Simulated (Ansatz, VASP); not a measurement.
## Cd: VASP beside Ansatz

```
Cd
1.0
     2.97887    0.00000    0.00000
    -1.48944    2.57978    0.00000
     0.00000    0.00000    5.67383
Cd
2
Direct
  0.33333 0.66667 0.25000
  0.66667 0.33333 0.75000
```

Change from the starting cell: zz strain of +1 %.

Alike in both runs: task single point; functional PBE; k mesh 14 × 14 × 7; occupations fermi-dirac, width 0.05 eV; no spin polarisation.

|  | VASP | Ansatz |
| --- | --- | --- |
| version | VASP 6.6.1 | Ansatz 0.2.0 |
| potentials or method | VASP PAW PBE potentials, release 64 (Cd), cutoff 520 eV | all-electron LAPW, scalar-relativistic |

VASP gave:

| Quantity | Value |
| --- | --- |
| pressure (GPa) | 2.9 |
| traceless stress, the component that is largest in VASP (GPa) | -1.19 |

**Question.** Which values does Ansatz return?

**Answer.** Pressure (GPa): 2.6; traceless stress, the component that is largest in VASP (GPa): -1.05.

Ansatz ran all-electron here, and VASP with PAW potentials.
